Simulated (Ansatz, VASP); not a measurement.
## C in VASP and in Ansatz

INCAR

```
PREC = Accurate ; ENCUT = 520
EDIFF = 1E-6 ; ISMEAR = 0
SIGMA = 0.05 ; LREAL = False
LASPH = True ; NELM = 80
ALGO = Normal ; ISIF = 2
LWAVE = False ; LCHARG = False
GGA = PE ; IVDW = 12
NBANDS = 11
```

File KPOINTS:

```
regular mesh
0
Gamma
  14 14 8
```

The input POSCAR:

```
C
1.0
    2.1356796878     -1.2330515549     -0.0116208983
    2.1356796878      1.2330515549     -0.0116208983
   -1.4032504726      0.0000000000      3.4451492794
C
2
Direct
    0.8333635904      0.8333635904      0.0000905416
    0.1666364096      0.1666364096      0.9999094584
```

Input for Ansatz:

```yaml
crystal:
  lattice:
    - [2.1356796878, -1.2330515549, -0.0116208983]
    - [2.1356796878, 1.2330515549, -0.0116208983]
    - [-1.4032504726, 0.0, 3.4451492794]
  atoms:
    - { symbol: C, position: [0.8333635904, 0.8333635904, 9.05416e-05] }
    - { symbol: C, position: [0.1666364096, 0.1666364096, 0.9999094584] }
basis:
  ecutwfc: "800 eV"
kpoints:
  mp_grid: { grid: [14, 14, 8] }
hamiltonian:
  xc: pbe
  dispersion: d3bj
scf:
  occupations: { method: gaussian, width: 0.15 }
output:
  forces: true
  eigenvalues: true
  stress: true
```

Alike in both runs: task single point; functional PBE; dispersion D3(BJ); k mesh 14 × 14 × 8; no spin polarisation.

|  | VASP | Ansatz |
| --- | --- | --- |
| version | VASP 6.6.1 | Ansatz 0.2.0 |
| potentials or method | VASP PAW PBE potentials, release 64 (C), cutoff 520 eV | scalar-relativistic, plane waves, PAW |
| occupations | gaussian, width 0.05 eV | gaussian, width 0.15 eV |
| valence electrons in the cell | 8 | 8 |

Ansatz gave:

```
gap on the k mesh at the Fermi level (eV)                     : 0.74
pressure (GPa)                                                : -0.6
traceless stress, the component that is largest in VASP (GPa) : 0.02
```

**Question.** What did VASP give for the same quantities?

**Answer.** gap on the k mesh at the Fermi level (eV): 0.74; pressure (GPa): -0.1; traceless stress, the component that is largest in VASP (GPa): -0.53.
